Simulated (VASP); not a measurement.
# Rh (P6_3/mmc) in VASP: notebook

The runs below take Rh through single point, with LDA, PBE+U.

Program: VASP 6.6.1. These are calculated values, not measurements. Logs are shortened: lines on timing, memory, paths and dates and some standing lists are left out, and cuts for length are marked.

### Step 1. The cell of the first run

It takes space group P6_3/mmc (No. 194, hexagonal). The conventional cell has a = 2.731 Å, b = 2.731 Å, c = 4.428 Å, α = 90.00°, β = 90.00°, γ = 120.00°. Within 3.6 Å of Rh (site symmetry -6m2) lie 12 Rh at 2.72 to 2.73 Å.

This isn't the form of Rh at room conditions, which is fcc.

### Step 2. Single point, LDA

The input, INCAR:

```
  ALGO = Normal
  EDIFF = 1E-6
  ENCUT = 620
  GGA = CA
  GGA_COMPAT = F
  ISIF = 2
  ISMEAR = 0
  LASPH = T
  LCHARG = T
  LELF = T
  LREAL = F
  LVHAR = T
  LWAVE = F
  NBANDS = 24
  NELM = 120
  PREC = Accurate
  SIGMA = 0.1
```

The input, KPOINTS:

```
k-points
0
Gamma
  3 3 1
```

The input, POSCAR:

```
Rh
1.0
    2.7309790422      0.0000000000      0.0000000000
   -1.3654895211      2.3650972278      0.0000000000
    0.0000000000      0.0000000000      4.4284890000
Rh
2
Direct
    0.6666666667      0.3333333333      0.7500000000
    0.3333333333      0.6666666667      0.2500000000
```

Potentials or basis: VASP PAW LDA potentials, release 64 (Rh_sv_GW).

On the command line:

```
$ cat potpaw_LDA.64/Rh_sv_GW/POTCAR > POTCAR
$ mpirun -np 1 vasp_std > vasp.out
```

OUTCAR:

```text
EDIFF = 1E-6
   ENCUT = 620
   GGA = CA
   ISIF = 2
   ISMEAR = 0
   LASPH = T
   LREAL = F
   NELM = 120
   PREC = Accurate

 ion  position               nearest neighbor table
   1  0.667  0.333  0.750-
   2  0.333  0.667  0.250-

  LATTYP: Found a hexagonal cell.
 ALAT       =     2.7309790422
 C/A-ratio  =     1.6215756077

  Lattice vectors:

 A1 = (   2.7309790422,   0.0000000000,   0.0000000000)
 A2 = (  -1.3654895211,   2.3650972278,   0.0000000000)
 A3 = (   0.0000000000,   0.0000000000,   4.4284890000)

Analysis of symmetry for initial positions (statically):
=====================================================================
 Subroutine PRICEL returns:
 Original cell was already a primitive cell.

 Routine SETGRP: Setting up the symmetry group for a
 hexagonal supercell.

 Subroutine GETGRP returns: Found 24 space group operations
 (whereof 12 operations were pure point group operations)
 out of a pool of 24 trial point group operations.

The static configuration has the point symmetry D_3d.
 The point group associated with its full space group is D_6h.

Analysis of symmetry for dynamics (positions and initial velocities):
=====================================================================
 Subroutine PRICEL returns:
 Original cell was already a primitive cell.

 Routine SETGRP: Setting up the symmetry group for a
 hexagonal supercell.

 Subroutine GETGRP returns: Found 24 space group operations
 (whereof 12 operations were pure point group operations)
 out of a pool of 24 trial point group operations.

The dynamic configuration has the point symmetry D_3d.
 The point group associated with its full space group is D_6h.

 Subroutine INISYM returns: Found 24 space group operations
 (whereof 12 operations are pure point group operations),
 and found     1 'primitive' translations

----------------------------------------------------------------------------------------

                                     Primitive cell

  volume of cell :      28.6037

  direct lattice vectors                    reciprocal lattice vectors
     2.730979042  0.000000000  0.000000000     0.366169049  0.211407799  0.000000000
    -1.365489521  2.365097228  0.000000000     0.000000000  0.422815599  0.000000000
     0.000000000  0.000000000  4.428489000     0.000000000  0.000000000  0.225810655

  length of vectors
[... 55 lines left out ...]
   LNONCOLLINEAR =      F non collinear calculations
   LSORBIT =      F    spin-orbit coupling
   LASPH  =      T    aspherical Exc in radial PAW
   ENCUT  =  620.0 eV  45.57 Ry    6.75 a.u.   5.54  5.54  8.99*2*pi/ulx,y,z
   NELM   =    120;   NELMIN=  2; NELMDL= -5     # of ELM steps
   EDIFF  = 0.1E-05   stopping-criterion for ELM
   LREAL  =      F    real-space projection
   EDIFFG = 0.1E-04   stopping-criterion for IOM
   NSW    =      0    number of steps for IOM
   IBRION =     -1    ionic relax: 0-MD 1-quasi-New 2-CG
   NFREE  =      0    steps in history (QN), initial steepest desc. (CG)
   ISIF   =      2    stress and relaxation
   ISYM   =      2    0-nonsym 1-usesym 2-fastsym
   POTIM  = 0.5000    time-step for ionic-motion
   TEBEG  =    0.0;   TEEND  =   0.0 temperature during run
   PSTRESS=    0.0 pullay stress
   NELECT =      34.0000    total number of electrons
   NUPDOWN=      -1.0000    fix difference up-down
   EMIN   =  10.00;   EMAX   =-10.00  energy-range for DOS
   EFERMI =   0.00;   METHOD = LEGACY
   ISMEAR =     0;   SIGMA  =   0.10  broadening in eV -4-tet -1-fermi 0-gaus
   EFERMI_NEDOS =   21; number of points for ismear=-14 and -15
   IALGO  =     38    algorithm
   IMIX   =      4    mixing-type and parameters
     AMIX     =   0.40;   BMIX     =  1.00
     AMIX_MAG =   1.60;   BMIX_MAG =  1.00
  volume/ion in A,a.u.               =      14.30        96.51
  Fermi-wavevector in a.u.,A,eV,Ry     =   1.734177  3.277120 40.917764  3.007371
  Thomas-Fermi vector in A             =   2.808023
   LORBIT       =      0    0 simple, 1 ext, 2 COOP (PROOUT), +10 PAW based schemes
   GGA     = CA    functional components
   LHFCALC =     F    Hartree Fock is set to
   AEXX    =    0.0000 exact exchange contribution
   IVDW    =     0    specifies the selected vdW correction
   LEPSILON=     F    determine dielectric tensor
   LRPA    =     F    only Hartree local field effects (RPA)
 non-spin polarized calculation
 Gauss-broadening in eV      SIGMA  =   0.10
  energy-cutoff  :      620.00
  volume of cell :       28.60
 maximum number of plane-waves:      1002
 NGX is ok and might be reduce to    24
   NGX = 11   NGY = 11   NGZ = 17

 number of electron      33.9999989 magnetization

 Free energy of the ion-electron system (eV)
  ---------------------------------------------------
  ext. energy  EPLUGINS =         0.00000000
  ---------------------------------------------------
  free energy    TOTEN  =       -14.74723263 eV

  energy without entropy =      -14.66456103  energy(sigma->0) =      -14.70589683

 E-fermi :   9.9535     XC(G=0): -14.1648

 val. band max:        9.8558286137   @ k =   0.3333   0.0000   0.0000
 cond. band min:       9.9565202300   @ k =   0.3333   0.0000   0.0000
 fundamental gap:      0.1006916163
 Fermi energy:         9.9535301963

 k-point     1 :       0.0000    0.0000    0.0000
  band No.  band energies     occupation
      1     -68.3309      2.00000
      2     -68.2285      2.00000
      3     -36.9989      2.00000
      4     -36.3348      2.00000
      5     -36.0475      2.00000
      6     -36.0475      2.00000
[... 70 lines left out ...]
     23      23.8646      0.00000
     24      23.8784      0.00000

------------------------ aborting loop because EDIFF is reached ----------------------------------------

  FORCE on cell =-STRESS in cart. coord.  units (eV):
  Direction    XX          YY          ZZ          XY          YZ          ZX
  --------------------------------------------------------------------------------------
  -------------------------------------------------------------------------------------
  Total        1.4265412      1.4265412     -8.0475034      0.0000000      0.0000000      0.0000000
  in kB       79.9046333     79.9046333   -450.7635731      0.0000000      0.0000000      0.0000000
  external PRESSURE =     -96.9847688 kB  Pullay stress =       0.0000000 kB

 VOLUME and BASIS-vectors are now :
 -----------------------------------------------------------------------------
  energy-cutoff  :      620.00
  volume of cell :       28.60
      direct lattice vectors                 reciprocal lattice vectors
     2.730979042  0.000000000  0.000000000     0.366169049  0.211407799  0.000000000
    -1.365489521  2.365097228  0.000000000     0.000000000  0.422815599  0.000000000
     0.000000000  0.000000000  4.428489000     0.000000000  0.000000000  0.225810655

 POSITION                                       TOTAL-FORCE (eV/Angst)
 -----------------------------------------------------------------------------------
      1.36549      0.78837      3.32137         0.000000      0.000000      0.000000
     -0.00000      1.57673      1.10712        -0.000000      0.000000     -0.000000
 -----------------------------------------------------------------------------------
    total drift:                               -0.000000      0.000000     -0.000000

  FREE ENERGIE OF THE ION-ELECTRON SYSTEM (eV)
  ---------------------------------------------------
  free  energy   TOTEN  =       -14.7472326349 eV

  energy  without entropy=      -14.6645610275  energy(sigma->0) =      -14.70589683
```

OSZICAR:

```text
N       E                     dE             d eps       ncg     rms          rms(c)
DAV:   1     0.760012361488E+03    0.76001E+03   -0.23278E+04   144   0.199E+03
DAV:   2     0.419966825576E+02   -0.71802E+03   -0.67720E+03   144   0.944E+02
DAV:   3    -0.158090536232E+02   -0.57806E+02   -0.54826E+02   224   0.260E+02
DAV:   4    -0.174186460889E+02   -0.16096E+01   -0.16065E+01   240   0.556E+01
DAV:   5    -0.174459941906E+02   -0.27348E-01   -0.27344E-01   224   0.579E+00    0.847E+01
DAV:   6    -0.148695712119E+02    0.25764E+01   -0.79116E+00   216   0.423E+01    0.303E+01
DAV:   7    -0.147647603791E+02    0.10481E+00   -0.23601E-01   200   0.769E+00    0.130E+01
DAV:   8    -0.147473704562E+02    0.17390E-01   -0.33737E-02   232   0.346E+00    0.460E-01
DAV:   9    -0.147473455416E+02    0.24915E-04   -0.17738E-03   224   0.543E-01    0.204E-01
DAV:  10    -0.147472338073E+02    0.11173E-03   -0.19562E-04   224   0.202E-01    0.847E-02
DAV:  11    -0.147472328630E+02    0.94427E-06   -0.18050E-05   248   0.656E-02    0.168E-02
DAV:  12    -0.147472326349E+02    0.22811E-06   -0.58496E-07   128   0.132E-02
   1 F= -.14747233E+02 E0= -.14705897E+02  d E =-.826716E-01
```

Run time: 5.4 s. Hardware: 1 thread of Intel Xeon Platinum 8259CL at 2.50GHz (Skylake/Cascade Lake), shared host; peak memory 0.14 GiB.

Results:

| Item | Value |
| --- | --- |
| Free energy | -14.7472 eV |
| Pressure | -9.7 GPa |
| Band gap on the k mesh | zero (bands 17 and 18 overlap by 0.03 eV) |

Caveat: the k points lie up to 1.42 Å⁻¹ apart, too coarse for converged energies, forces and pressures.

### Step 3. Single point, PBE+U

The input, INCAR:

```
SYSTEM = Rh
PREC = Accurate ; ENCUT = 620
EDIFF = 1E-6 ; ISMEAR = 0
SIGMA = 0.1 ; LREAL = .False.
LASPH = .True. ; NELM = 200
ALGO = Normal ; ISIF = 2
LWAVE = .False. ; LCHARG = .False.
LMAXMIX = 4 ; LDAU = .True.
LDAUTYPE = 1 ; LDAUL = 2
LDAUU = 8.7 ; LDAUJ = 0.41
LDAUPRINT = 1 ; GGA = PE
NBANDS = 24 ; GGA_COMPAT = .False.
```

The input, KPOINTS:

```
regular mesh
0
Gamma
  6 6 4
  0 0 0
```

POSCAR is that of step 2.

Potentials or basis: VASP PAW PBE potentials, release 64 (Rh_sv_GW).

On the command line:

```
$ cat potpaw_PBE.64/Rh_sv_GW/POTCAR > POTCAR
$ mpirun -np 1 vasp_std > vasp.out
```

It took 32 s on 1 thread of AMD EPYC 7R13 (Zen 3), shared host; peak memory 0.14 GiB.

Results (log left out):

| Property | Result |
| --- | --- |
| Free energy | 5.8462 eV |
| Pressure | -9.0 GPa |
| Band gap on the k mesh | zero (bands 17 and 18 overlap by 2.04 eV) |

Stress tensor (GPa, compression positive):
```
 -6.81   0.00   0.00
  0.00  -6.81   0.00
  0.00   0.00 -13.47
```

Levels at points of the mesh, in eV from the Fermi level:
| k point | band 13 | band 14 | band 15 | band 16 | band 17 | band 18 | band 19 | band 20 | band 21 | band 22 |
| --- | --- | --- | --- | --- | --- | --- | --- | --- | --- | --- |
| (0.00, 0.00, 0.00) | -2.82 | -2.35 | -2.35 | -1.63 | -1.63 | 0.28 | 0.28 | 1.68 | 8.91 | 16.68 |
| (0.50, 0.00, 0.00) | -2.30 | -1.97 | -1.56 | 0.39 | 0.67 | 0.72 | 3.45 | 5.64 | 10.97 | 11.29 |
| (0.00, 0.00, 0.50) | -2.90 | -2.90 | -2.67 | -2.67 | -0.29 | -0.29 | -0.29 | -0.29 | 15.38 | 15.38 |
| (0.50, 0.00, 0.50) | -1.39 | -1.39 | -0.04 | -0.04 | 0.56 | 0.56 | 3.44 | 3.44 | 9.70 | 9.70 |

Eigenvalues of the final occupation matrices:
```
    site  spin  trace               eigenvalues
site 1 d     1   3.35  0.65 0.65 0.66 0.69 0.69
site 1 d     2   3.35  0.65 0.65 0.66 0.69 0.69
site 2 d     1   3.35  0.65 0.65 0.66 0.69 0.69
site 2 d     2   3.35  0.65 0.65 0.66 0.69 0.69
```

Caveat: the k points lie up to 0.44 Å⁻¹ apart, too coarse for converged energies and pressures of a metal; U without spin polarisation on a metal has little footing; the U is typed as a test and isn't derived for this compound.

The gap in the log of VASP goes by the Fermi energy; the results here count the filled bands.